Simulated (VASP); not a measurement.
# Al (Cmcm) in VASP: further runs

The runs below take Al through single point, with PBE.

Program: VASP 6.6.1. These are calculated values, not measurements. Logs are shortened: lines on timing, memory, paths and dates and some standing lists are left out, and cuts for length are marked.

## Step 1: The cell of the first run

The structure is orthorhombic, space group Cmcm (No. 63). Conventional cell: a = 3.235 Å, b = 4.392 Å, c = 4.392 Å, α = 90.00°, β = 90.00°, γ = 90.00°. Within 3.4 Å of Al (site symmetry m2m) lie 12 Al at 2.57 to 3.24 Å.

## Step 2: Single point, PBE

INCAR reads:

```
ALGO = Fast
EDIFF = 1E-7
ENCUT = 520
GGA = PE
ISIF = 2
ISMEAR = 0
LASPH = T
LCHARG = T
LELF = T
LREAL = F
LVHAR = T
LWAVE = F
NBANDS = 10
NELM = 60
PREC = Accurate
SIGMA = 0.15
```

KPOINTS reads:

```
k-points
0
Gamma
  20 20 12
```

POSCAR reads:

```
Al
1.0
   -1.5528098305      1.5528098305      1.6175102401
    1.5528098305     -1.5528098305      1.6175102401
    3.1056196609      3.1056196609      0.0000000000
Al
2
Direct
    0.0977047079     -0.0977047079      0.0000000000
    0.4022952921      0.5977047079      0.5000000000
```

Potentials or basis: VASP PAW PBE potentials, release 64 (Al).

Started as:

```sh
$ cat potpaw_PBE.64/Al/POTCAR > POTCAR
$ mpirun -np 1 vasp_std > vasp.out
```

OUTCAR:

```text
EDIFF = 1E-7
   ENCUT = 520
   GGA = PE
   ISIF = 2
   ISMEAR = 0
   LASPH = T
   LREAL = F
   NELM = 60
   PREC = Accurate

 ion  position               nearest neighbor table
   1  0.098  0.902  0.000-   2 2.57   2 2.57   2 2.86   2 2.86   2 2.86   2 2.86
   2  0.402  0.598  0.500-   1 2.57   1 2.57   1 2.86   1 2.86   1 2.86   1 2.86

  LATTYP: Found a base centered orthorhombic cell.
 ALAT       =     3.2350204802
 B/A-ratio  =     1.3576450199
 C/A-ratio  =     1.3576450198

  Lattice vectors:

 A1 = (  -1.5528098305,   1.5528098305,   1.6175102401)
 A2 = (   1.5528098305,  -1.5528098305,   1.6175102401)
 A3 = (   3.1056196609,   3.1056196609,   0.0000000000)

Analysis of symmetry for initial positions (statically):
=====================================================================
 Subroutine PRICEL returns:
 Original cell was already a primitive cell.

 Routine SETGRP: Setting up the symmetry group for a
 base centered orthorhombic supercell.

 Subroutine GETGRP returns: Found  8 space group operations
 (whereof  4 operations were pure point group operations)
 out of a pool of  8 trial point group operations.

The static configuration has the point symmetry C_2v.
 The point group associated with its full space group is D_2h.

Analysis of symmetry for dynamics (positions and initial velocities):
=====================================================================
 Subroutine PRICEL returns:
 Original cell was already a primitive cell.

 Routine SETGRP: Setting up the symmetry group for a
 base centered orthorhombic supercell.

 Subroutine GETGRP returns: Found  8 space group operations
 (whereof  4 operations were pure point group operations)
 out of a pool of  8 trial point group operations.

The dynamic configuration has the point symmetry C_2v.
 The point group associated with its full space group is D_2h.

 Subroutine INISYM returns: Found  8 space group operations
 (whereof  4 operations are pure point group operations),
 and found     1 'primitive' translations

----------------------------------------------------------------------------------------

                                     Primitive cell

  volume of cell :      31.2014

  direct lattice vectors                    reciprocal lattice vectors
    -1.552809830  1.552809830  1.617510240    -0.160998466  0.160998466  0.309117054
     1.552809830 -1.552809830  1.617510240     0.160998466 -0.160998466  0.309117054
     3.105619661  3.105619661  0.000000000     0.160998466  0.160998466  0.000000000

[... 85 lines left out ...]
   EDIFFG = 0.1E-05   stopping-criterion for IOM
   NSW    =      0    number of steps for IOM
   IBRION =     -1    ionic relax: 0-MD 1-quasi-New 2-CG
   NFREE  =      0    steps in history (QN), initial steepest desc. (CG)
   ISIF   =      2    stress and relaxation
   ISYM   =      2    0-nonsym 1-usesym 2-fastsym
   POTIM  = 0.5000    time-step for ionic-motion
   TEBEG  =    0.0;   TEEND  =   0.0 temperature during run
   PSTRESS=    0.0 pullay stress
   NELECT =       6.0000    total number of electrons
   NUPDOWN=      -1.0000    fix difference up-down
   EMIN   =  10.00;   EMAX   =-10.00  energy-range for DOS
   EFERMI =   0.00;   METHOD = LEGACY
   ISMEAR =     0;   SIGMA  =   0.15  broadening in eV -4-tet -1-fermi 0-gaus
   EFERMI_NEDOS =   21; number of points for ismear=-14 and -15
   IALGO  =     68    algorithm
   IMIX   =      4    mixing-type and parameters
     AMIX     =   0.40;   BMIX     =  1.00
     AMIX_MAG =   1.60;   BMIX_MAG =  1.00
  volume/ion in A,a.u.               =      15.60       105.28
  Fermi-wavevector in a.u.,A,eV,Ry     =   0.944932  1.785663 12.148604  0.892897
  Thomas-Fermi vector in A             =   2.072785
   LORBIT       =      0    0 simple, 1 ext, 2 COOP (PROOUT), +10 PAW based schemes
   GGA     = PE    functional components
   LHFCALC =     F    Hartree Fock is set to
   AEXX    =    0.0000 exact exchange contribution
   IVDW    =     0    specifies the selected vdW correction
   LEPSILON=     F    determine dielectric tensor
   LRPA    =     F    only Hartree local field effects (RPA)
 non-spin polarized calculation
 RMM-DIIS sequential band-by-band and
 Gauss-broadening in eV      SIGMA  =   0.15
  energy-cutoff  :      520.00
  volume of cell :       31.20
 maximum number of plane-waves:       858
   NGX = 11   NGY = 11   NGZ = 17

 number of electron       6.0000000 magnetization

 Free energy of the ion-electron system (eV)
  ---------------------------------------------------
  ext. energy  EPLUGINS =         0.00000000
  ---------------------------------------------------
  free energy    TOTEN  =        -7.18329937 eV

  energy without entropy =       -7.17525134  energy(sigma->0) =       -7.17927535

 E-fermi :   8.5206     XC(G=0): -10.3847

 val. band max:        8.5190553132   @ k =   0.5000   0.3000   0.4167
 cond. band min:       8.5224151957   @ k =   0.5000   0.2000   0.2500
 fundamental gap:      0.0033598825
 Fermi energy:         8.5205898093

 k-point     1 :       0.0000    0.0000    0.0000
  band No.  band energies     occupation
      1      -2.9579      2.00000
      2       4.1176      2.00000
      3       4.9285      2.00000
      4      16.4892      0.00000
      5      16.5659      0.00000
      6      17.9555      0.00000
      7      19.2757      0.00000
      8      22.6373      0.00000
      9      23.2591      0.00000
     10      23.3232      0.00000
[... 287 lines left out ...]
 k-point    24 :      -0.3500    0.0500    0.0000
  band No.  band energies     occupation
      1      -0.4924      2.00000
      2       6.2685      2.00000
      3       6.3776      2.00000
      4       7.5279      2.00000
      5      13.2017      0.00000
      6      13.7891      0.00000
      7      16.9074      0.00000
      8      18.6723      0.00000
      9      21.9897      0.00000
     10      22.6715      0.00000

 [... further k-points ...]
[... 5 lines left out ...]
  --------------------------------------------------------------------------------------
  -------------------------------------------------------------------------------------
  Total        2.6227355      2.6227355      0.6417836      0.0302697      0.0000000      0.0000000
  in kB      134.6764043    134.6764043     32.9553255      1.5543354      0.0000000      0.0000000
  external PRESSURE =     100.7693780 kB  Pullay stress =       0.0000000 kB

 VOLUME and BASIS-vectors are now :
 -----------------------------------------------------------------------------
  energy-cutoff  :      520.00
  volume of cell :       31.20
      direct lattice vectors                 reciprocal lattice vectors
    -1.552809830  1.552809830  1.617510240    -0.160998466  0.160998466  0.309117054
     1.552809830 -1.552809830  1.617510240     0.160998466 -0.160998466  0.309117054
     3.105619661  3.105619661  0.000000000     0.160998466  0.160998466  0.000000000

 POSITION                                       TOTAL-FORCE (eV/Angst)
 -----------------------------------------------------------------------------------
      1.24938     -1.24938      1.61751         0.462967     -0.462967      0.000000
      1.85624      1.24938      1.61751        -0.462967      0.462967      0.000000
 -----------------------------------------------------------------------------------
    total drift:                                0.000000      0.000000     -0.000000

  FREE ENERGIE OF THE ION-ELECTRON SYSTEM (eV)
  ---------------------------------------------------
  free  energy   TOTEN  =        -7.1832993660 eV

  energy  without entropy=       -7.1752513396  energy(sigma->0) =       -7.17927535
```

OSZICAR:

```text
N       E                     dE             d eps       ncg     rms          rms(c)
DAV:   1     0.476237463146E+00    0.47624E+00   -0.22617E+03 15540   0.458E+02
DAV:   2    -0.706807526709E+01   -0.75443E+01   -0.72928E+01 20310   0.566E+01
DAV:   3    -0.723339364102E+01   -0.16532E+00   -0.16405E+00 20136   0.672E+00
DAV:   4    -0.723415005808E+01   -0.75642E-03   -0.75634E-03 18958   0.512E-01
DAV:   5    -0.723415649927E+01   -0.64412E-05   -0.64403E-05 18682   0.459E-02    0.206E+00
RMM:   6    -0.720355525749E+01    0.30601E-01   -0.25958E-03 15759   0.276E-01    0.121E+00
RMM:   7    -0.718341129308E+01    0.20144E-01   -0.71610E-03 16613   0.454E-01    0.140E-01
RMM:   8    -0.718329900235E+01    0.11229E-03   -0.43874E-04 17211   0.141E-01    0.230E-02
RMM:   9    -0.718329848977E+01    0.51257E-06   -0.80065E-05 17919   0.590E-02    0.356E-02
RMM:  10    -0.718330047993E+01   -0.19902E-05   -0.16933E-05 18115   0.281E-02    0.369E-02
RMM:  11    -0.718329921128E+01    0.12687E-05   -0.52974E-06 17816   0.143E-02    0.144E-02
RMM:  12    -0.718329928876E+01   -0.77478E-07   -0.12725E-06 18366   0.719E-03    0.157E-02
RMM:  13    -0.718329936600E+01   -0.77243E-07   -0.16047E-07 15359   0.276E-03
   1 F= -.71832994E+01 E0= -.71792754E+01  d E =-.804803E-02
```

stdout:

```text
POSCAR found type information on POSCAR Al
 POSCAR found :  1 types and       2 ions
 scaLAPACK will be used
 LDA part: xc-table for (Slater+PW92), standard interpolation
 POSCAR, INCAR and KPOINTS ok, starting setup
 FFT: planning ... GRIDC
 FFT: planning ... GRID_SOFT
 FFT: planning ... GRID
 WAVECAR not read
 entering main loop
```

It took 1.8 min on 1 thread of Intel Xeon Platinum 8488C (Sapphire Rapids), shared host; peak memory 0.29 GiB.

What came out:

| Property | Result |
| --- | --- |
| Free energy | -7.1833 eV |
| Pressure | 10.1 GPa |
| Largest force | 0.655 eV/Å |
| Band gap on the k mesh | zero (band 3 reaches 13.92 eV, above the bottom of band 4 at 4.61 eV) |

Forces in eV/Å, atoms in the order of the input:
```
Al   0.463 -0.463  0.000
Al  -0.463  0.463  0.000
```

Stress tensor (GPa, compression positive):
```
13.47  0.16  0.00
 0.16 13.47  0.00
 0.00  0.00  3.30
```

Levels at points of the mesh, in eV from the Fermi level:
```csv
k point,band 1,band 2,band 3,band 4,band 5,band 6,band 7,band 8
"(0.00, 0.00, 0.00)",-11.48,-4.40,-3.59,7.97,8.05,9.43,10.76,14.12
"(0.50, 0.00, 0.00)",-6.44,-5.83,-0.08,1.38,1.44,1.79,8.02,9.39
"(0.50, 0.50, 0.00)",-4.25,-3.93,1.31,2.38,2.70,2.71,3.58,5.23
"(0.00, 0.00, 0.50)",-9.58,-9.58,4.79,4.79,9.08,9.08,10.51,10.51
"(0.50, 0.00, 0.50)",-4.67,-4.67,-3.91,-3.91,8.54,8.54,9.53,9.53
"(0.50, 0.50, 0.50)",-2.93,-2.93,-1.39,-1.39,2.99,2.99,4.87,4.87
```

## Step 3: Single point, PBE

INCAR reads:

```
PREC     = Accurate       # precision mode
ENCUT    = 520            # plane-wave cutoff, eV
EDIFF    = 1E-6           # SCF threshold, eV
ISMEAR   = 0              # smearing method
SIGMA    = 0.15           # smearing width, eV
LREAL    = False          # projectors in reciprocal space
LASPH    = True           # aspherical terms in the spheres
NELM     = 60             # most SCF steps
ALGO     = Fast           # electronic algorithm
ISIF     = 2              # what is computed and relaxed
LWAVE    = False          # write WAVECAR
LCHARG   = False          # write CHGCAR
GGA      = PE             # functional
NBANDS   = 10             # bands
```

KPOINTS reads:

```
Automatic mesh
0
Gamma
  20 20 12
```

POSCAR reads:

```
Al
1.0
   -1.5528098305      1.5528098305      1.6175102401
    1.5528098305     -1.5528098305      1.6175102401
    3.1056196609      3.1056196609      0.0000000000
Al
2
Direct
    0.0781637664     -0.0781637664      0.0000000000
    0.4218362336      0.5781637664      0.5000000000
```

Potentials or basis: VASP PAW PBE potentials, release 64 (Al).

Started as:

```sh
$ cat potpaw_PBE.64/Al/POTCAR > POTCAR
$ mpirun -np 1 vasp_std > vasp.out
```

It took 1.8 min on 1 thread of Intel Xeon Platinum 8488C (Sapphire Rapids), shared host; peak memory 0.29 GiB.

It converged, with:

- Free energy: -7.2623 eV
- Pressure: 8.4 GPa
- Largest force: 0.283 eV/Å
- Band gap on the k mesh: zero (band 3 reaches 13.92 eV, above the bottom of band 4 at 4.59 eV)

Forces on the atoms (eV/Å):
```
Al   0.200 -0.200  0.000
Al  -0.200  0.200  0.000
```

Stress tensor (GPa, compression positive):
```
10.30 -0.99  0.00
-0.99 10.30  0.00
 0.00  0.00  4.57
```

Levels at points of the mesh, in eV from the Fermi level:
```
           k point  band 1  band 2  band 3  band 4  band 5  band 6  band 7  band 8
(0.00, 0.00, 0.00)  -11.50   -4.40   -3.62    7.92    8.05    9.50   10.97   13.85
(0.50, 0.00, 0.00)   -6.41   -5.91    0.06    1.27    1.42    1.73    7.96    9.25
(0.50, 0.50, 0.00)   -4.31   -3.86    1.27    2.59    2.61    2.65    3.19    5.61
(0.00, 0.00, 0.50)   -9.60   -9.60    4.83    4.83    9.11    9.11   10.37   10.37
(0.50, 0.00, 0.50)   -4.66   -4.66   -3.96   -3.96    8.72    8.72    9.28    9.28
(0.50, 0.50, 0.50)   -2.89   -2.89   -1.48   -1.48    2.95    2.95    4.94    4.94
```

(Part 1 of 2 ends here.)
